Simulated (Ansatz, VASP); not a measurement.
One calculation of Si8S, two programs

```
Si S
1.0
     3.81552    0.00000    0.00000
     0.00000    6.31294    0.00000
     0.00000    0.00000   21.23187
Si S
8 1
Direct
  0.00000 0.93690 0.18840
  0.00000 0.56310 0.18840
  0.50000 0.43690 0.24027
  0.50000 0.06310 0.24027
  0.50000 0.93327 0.34466
  0.50000 0.56673 0.34466
  0.00000 0.42663 0.38771
  0.00000 0.07337 0.38771
  0.00000 0.75996 0.49133
```

Alike in both runs: task single point; functional PBE; dispersion D3(BJ); k mesh 7 × 4 × 1; occupations gaussian, width 0.05 eV; collinear spin.

|  | VASP | Ansatz |
| --- | --- | --- |
| version | VASP 6.6.1 | Ansatz 0.2.0 |
| potentials or method | VASP PAW PBE potentials, release 64 (Si, S), cutoff 520 eV | scalar-relativistic, plane waves, PAW |
| valence electrons in the cell | 38 | 38 |

Ansatz gave:

| Item | Value |
| --- | --- |
| gap on the k mesh at the Fermi level (eV) | none |
| rms of the force components (eV/Å) | 0.849 |
| net moment per atom (μB) | 0.07 |
| size of the moment on the site where the two differ most (μB) | 0.50 |
| work function, face that differs most (eV) | 6.06 |

Question: Estimate VASP's values.

Answer: gap on the k mesh at the Fermi level (eV): none; rms of the force components (eV/Å): 0.848; net moment per atom (μB): 0.07; size of the moment on the site where the two differ most (μB): 0.37; work function, face that differs most (eV): 6.05.

Site moments also hang on the region over which each program counts them. Atom by atom the forces differ by 0.002 eV/Å (rms over components). A gap of «none» marks a metal or a gap that the smearing closes. Ansatz's warnings: stability check not made.
